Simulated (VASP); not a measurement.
# Ti (I4/mmm) in VASP: a series of runs, part 2 of 2

VASP 6.6.1. Earlier steps stand in the parts before.

### 3 Single point, PBE (biaxial strain in the a-b plane: -2.0 %)

INCAR reads:

```
SYSTEM = Ti
  PREC = Accurate
  ENCUT = 520
  EDIFF = 1E-6
  ISMEAR = 0
  SIGMA = 0.1
  LREAL = .False.
  LASPH = .True.
  NELM = 100
  ALGO = Fast
  ISIF = 2
  LWAVE = .False.
  LCHARG = .True.
  GGA = PE
  LELF = .True.
  LVHAR = .True.
  NBANDS = 19
```

KPOINTS reads:

```
Automatic mesh
0
Gamma
  18 18 12
  0 0 0
```

POSCAR reads:

```
Ti
1.0
    2.0148971722      2.0148971722      0.0000000000
   -2.0148971722      2.0148971722      0.0000000000
    0.0000000000      0.0000000000      4.1613794659
Ti
2
Direct
    0.0000000000      0.0000000000      0.0000000000
    0.5000000000      0.5000000000      0.5000000000
```

Potentials or basis: VASP PAW PBE potentials, release 64 (Ti_sv).

Launch:

```console
$ cat potpaw_PBE.64/Ti_sv/POTCAR > POTCAR
$ mpirun -np 1 vasp_std > vasp.out
```

OUTCAR:

```text
SYSTEM = Ti
   PREC = Accurate
   ENCUT = 520
   EDIFF = 1E-6
   ISMEAR = 0
   LREAL = .False.
   LASPH = .True.
   NELM = 100
   ISIF = 2
   GGA = PE

 ion  position               nearest neighbor table
   1  0.000  0.000  0.000-   2 2.90   2 2.90   2 2.90   2 2.90   2 2.90   2 2.90   2 2.90   2 2.90

   2  0.500  0.500  0.500-   1 2.90   1 2.90   1 2.90   1 2.90   1 2.90   1 2.90   1 2.90   1 2.90

  LATTYP: Found a simple tetragonal cell.
 ALAT       =     2.8494949077
 C/A-ratio  =     1.4603919644

  Lattice vectors:

 A1 = (   2.0148971722,   2.0148971722,   0.0000000000)
 A2 = (  -2.0148971722,   2.0148971722,   0.0000000000)
 A3 = (   0.0000000000,   0.0000000000,   4.1613794659)

Analysis of symmetry for initial positions (statically):
=====================================================================
 Subroutine PRICEL returns following result:

  LATTYP: Found a body centered tetragonal cell.
 ALAT       =     2.8494949077
 C/A-ratio  =     1.4603919644

  Lattice vectors:

 A1 = (   2.0148971722,   0.0000000000,  -2.0806897330)
 A2 = (  -2.0148971722,   0.0000000000,  -2.0806897329)
 A3 = (   0.0000000000,   2.0148971722,   2.0806897329)

   2 primitive cells build up your supercell.

 Routine SETGRP: Setting up the symmetry group for a
 simple tetragonal supercell.

 Subroutine GETGRP returns: Found 16 space group operations
 (whereof 16 operations were pure point group operations)
 out of a pool of 16 trial point group operations.

The static configuration has the point symmetry D_4h.

Analysis of symmetry for dynamics (positions and initial velocities):
=====================================================================
 Subroutine PRICEL returns following result:

  LATTYP: Found a body centered tetragonal cell.
 ALAT       =     2.8494949077
 C/A-ratio  =     1.4603919644

  Lattice vectors:

[... 120 lines left out ...]
   TEBEG  =    0.0;   TEEND  =   0.0 temperature during run
   PSTRESS=    0.0 pullay stress
   NELECT =      24.0000    total number of electrons
   NUPDOWN=      -1.0000    fix difference up-down
   EMIN   =  10.00;   EMAX   =-10.00  energy-range for DOS
   EFERMI =   0.00;   METHOD = LEGACY
   ISMEAR =     0;   SIGMA  =   0.10  broadening in eV -4-tet -1-fermi 0-gaus
   EFERMI_NEDOS =   21; number of points for ismear=-14 and -15
   IALGO  =     68    algorithm
   IMIX   =      4    mixing-type and parameters
     AMIX     =   0.40;   BMIX     =  1.00
     AMIX_MAG =   1.60;   BMIX_MAG =  1.00
  volume/ion in A,a.u.               =      16.89       114.01
  Fermi-wavevector in a.u.,A,eV,Ry     =   1.460677  2.760279 29.029085  2.133578
  Thomas-Fermi vector in A             =   2.577098
   LORBIT       =      0    0 simple, 1 ext, 2 COOP (PROOUT), +10 PAW based schemes
   GGA     = PE    functional components
   LHFCALC =     F    Hartree Fock is set to
   AEXX    =    0.0000 exact exchange contribution
   IVDW    =     0    specifies the selected vdW correction
   LEPSILON=     F    determine dielectric tensor
   LRPA    =     F    only Hartree local field effects (RPA)
 non-spin polarized calculation
 RMM-DIIS sequential band-by-band and
 Gauss-broadening in eV      SIGMA  =   0.10
  energy-cutoff  :      520.00
  volume of cell :       33.79
 maximum number of plane-waves:       936
 NGX is ok and might be reduce to    24
   NGX = 11   NGY = 11   NGZ = 15

 number of electron      23.9999996 magnetization

 Free energy of the ion-electron system (eV)
  ---------------------------------------------------
  ext. energy  EPLUGINS =         0.00000000
  ---------------------------------------------------
  free energy    TOTEN  =       -15.55298109 eV

  energy without entropy =      -15.53486904  energy(sigma->0) =      -15.54392506

 E-fermi :   8.5184     XC(G=0): -11.6294

 val. band max:        8.5181760434   @ k =   0.4444   0.4444   0.4167
 cond. band min:       8.5185100737   @ k =   0.2778   0.2778   0.1667
 fundamental gap:      0.0003340303
 Fermi energy:         8.5183574707

 k-point     1 :       0.0000    0.0000    0.0000
  band No.  band energies     occupation
      1     -48.1466      2.00000
      2     -47.9771      2.00000
      3     -24.6509      2.00000
      4     -24.2014      2.00000
      5     -24.2014      2.00000
      6     -23.9770      2.00000
[... 505 lines left out ...]
      6     -24.1519      2.00000
[... 11 lines left out ...]
     18      11.8237      0.00000
     19      11.9699      0.00000

 [... further k-points ...]
[... 5 lines left out ...]
  --------------------------------------------------------------------------------------
  -------------------------------------------------------------------------------------
  Total        0.7002212      0.7002212      0.4452613      0.0000000      0.0000000      0.0000000
  in kB       33.2026506     33.2026506     21.1131194      0.0000000      0.0000000      0.0000000
  external PRESSURE =      29.1728068 kB  Pullay stress =       0.0000000 kB

 VOLUME and BASIS-vectors are now :
 -----------------------------------------------------------------------------
  energy-cutoff  :      520.00
  volume of cell :       33.79
      direct lattice vectors                 reciprocal lattice vectors
     2.014897172  2.014897172  0.000000000     0.248151621  0.248151621  0.000000000
    -2.014897172  2.014897172  0.000000000    -0.248151621  0.248151621  0.000000000
     0.000000000  0.000000000  4.161379466     0.000000000  0.000000000  0.240304930

 POSITION                                       TOTAL-FORCE (eV/Angst)
 -----------------------------------------------------------------------------------
      0.00000      0.00000      0.00000        -0.000000      0.000000     -0.000000
      0.00000      2.01490      2.08069         0.000000     -0.000000      0.000000
 -----------------------------------------------------------------------------------
    total drift:                               -0.000000      0.000000     -0.000000

  FREE ENERGIE OF THE ION-ELECTRON SYSTEM (eV)
  ---------------------------------------------------
  free  energy   TOTEN  =       -15.5529810861 eV

  energy  without entropy=      -15.5348690364  energy(sigma->0) =      -15.54392506
```

OSZICAR:

```text
N       E                     dE             d eps       ncg     rms          rms(c)
DAV:   1     0.256271073557E+03    0.25627E+03   -0.12693E+04 14646   0.156E+03
DAV:   2     0.766307643503E+01   -0.24861E+03   -0.24471E+03 14965   0.437E+02
DAV:   3    -0.166423938543E+02   -0.24305E+02   -0.23946E+02 26810   0.119E+02
[... 28 lines left out ...]
RMM:  32    -0.155529773782E+02   -0.15076E-05   -0.19262E-05 15943   0.188E-02    0.791E-03
RMM:  33    -0.155529787571E+02   -0.13790E-05   -0.17228E-05 15784   0.171E-02    0.710E-03
RMM:  34    -0.155529796589E+02   -0.90172E-06   -0.11960E-05 14441   0.152E-02    0.636E-03
RMM:  35    -0.155529804888E+02   -0.82990E-06   -0.11000E-05 14870   0.146E-02    0.621E-03
RMM:  36    -0.155529810861E+02   -0.59729E-06   -0.80325E-06 14604   0.130E-02
   1 F= -.15552981E+02 E0= -.15543925E+02  d E =-.181120E-01
```

stdout:

```text
POSCAR found type information on POSCAR Ti
 POSCAR found :  1 types and       2 ions
 scaLAPACK will be used
 LDA part: xc-table for (Slater+PW92), standard interpolation
 POSCAR, INCAR and KPOINTS ok, starting setup
 FFT: planning ... GRIDC
 FFT: planning ... GRID_SOFT
 FFT: planning ... GRID
 WAVECAR not read
[... 14 lines left out ...]
WARNING in EDDRMM: call to ZHEGV failed, returncode =   8  4      5
WARNING in EDDRMM: call to ZHEGV failed, returncode =   6  3      9
WARNING in EDDRMM: call to ZHEGV failed, returncode =   6  3      5
WARNING in EDDRMM: call to ZHEGV failed, returncode =   6  3     10
WARNING in EDDRMM: call to ZHEGV failed, returncode =   6  3     13
WARNING in EDDRMM: call to ZHEGV failed, returncode =   6  3     19
WARNING in EDDRMM: call to ZHEGV failed, returncode =   6  3      5
WARNING in EDDRMM: call to ZHEGV failed, returncode =   8  4      3
WARNING in EDDRMM: call to ZHEGV failed, returncode =   6  3     12
WARNING in EDDRMM: call to ZHEGV failed, returncode =   8  4     18
```

It took 11 min on 1 thread of AMD EPYC 7R13, shared host; peak memory 0.28 GiB.

What came out:

```
Free energy            : -15.5530 eV
Pressure               : 2.9 GPa
Band gap on the k mesh : zero (bands 12 and 13 overlap by 1.28 eV)
```

Caveat: the cell differs from its parent crystal (biaxial strain in the a-b plane: -2.0 %).
